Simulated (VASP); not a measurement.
The system is TaSi2.

```
Ta Si
1.0
     2.95227   -0.00279    0.04524
    -0.00483    5.21654    0.03173
     0.09608    0.03890    6.30170
Ta Si
2 4
Direct
  0.49910 0.18161 0.49375
  0.99959 0.66922 0.50806
  0.97127 0.31464 0.19080
  0.52343 0.83831 0.18254
  0.99979 0.32558 0.80767
  0.50682 0.83730 0.81717
```

- Program: VASP 6.6.1
- Task: relaxation of cell and atoms
- Functional: PBE
- Potentials or basis: VASP PAW PBE potentials, release 64 (Ta_pv, Si)
- Cutoff: 600 eV
- k mesh: 8 × 4 × 4
- Occupations: gaussian, width 0.2 eV
- Spin: no spin polarisation

At the start: pressure 4.7 GPa; volume 16.17 Å³/atom.

Q: Where does the relaxation end?

A: Over 23 steps the energy falls by 61.5 meV/atom and the volume is 16.49 Å³/atom (+2.0 %); space group P1 (No. 1, to 0.1 Å) before, Amm2 (No. 38, to 0.1 Å).

Step by step:
```csv
step,energy change (eV),largest force (eV/Å),pressure (GPa),volume (Å³)
1,0.0000,1.9847,4.67,97.02
2,-0.0901,0.9394,-7.13,103.73
3,-0.2143,0.4036,-2.70,100.66
4,-0.2437,0.4891,1.86,97.91
5,-0.2509,0.3951,0.38,98.73
6,-0.2739,0.2689,0.49,98.59
7,-0.3032,0.7660,1.09,98.14
8,-0.3044,0.5501,0.91,98.25
9,-0.3167,0.5793,0.61,98.43
10,-0.3321,0.6431,-0.05,98.88
11,-0.3418,0.4738,0.00,98.86
12,-0.3536,0.2143,0.21,98.79
13,-0.3582,0.1604,-0.02,98.92
14,-0.3631,0.1734,-0.55,99.21
15,-0.3667,0.1177,0.12,98.83
16,-0.3672,0.0921,0.46,98.64
17,-0.3687,0.0447,0.06,98.90
18,-0.3688,0.0484,-0.01,98.94
19,-0.3690,0.0354,-0.02,98.95
20,-0.3691,0.0277,-0.02,98.96
21,-0.3690,0.0424,-0.01,98.98
22,-0.3691,0.0277,-0.02,98.97
23,-0.3692,0.0239,0.00,98.95
```

Final structure:
```yaml
crystal:
  lattice:
    - [2.94870, -0.13154, 0.00000]
    - [-0.24024, 5.32590, -0.00032]
    - [0.00046, -0.00017, 6.31352]
  atoms:
    - { symbol: Ta, position: [0.48224, 0.16341, 0.50007] }
    - { symbol: Ta, position: [0.98998, 0.66355, 0.50001] }
    - { symbol: Si, position: [0.99643, 0.33463, 0.18459] }
    - { symbol: Si, position: [0.51775, 0.83482, 0.18515] }
    - { symbol: Si, position: [0.99905, 0.33509, 0.81524] }
    - { symbol: Si, position: [0.51455, 0.83516, 0.81494] }
```
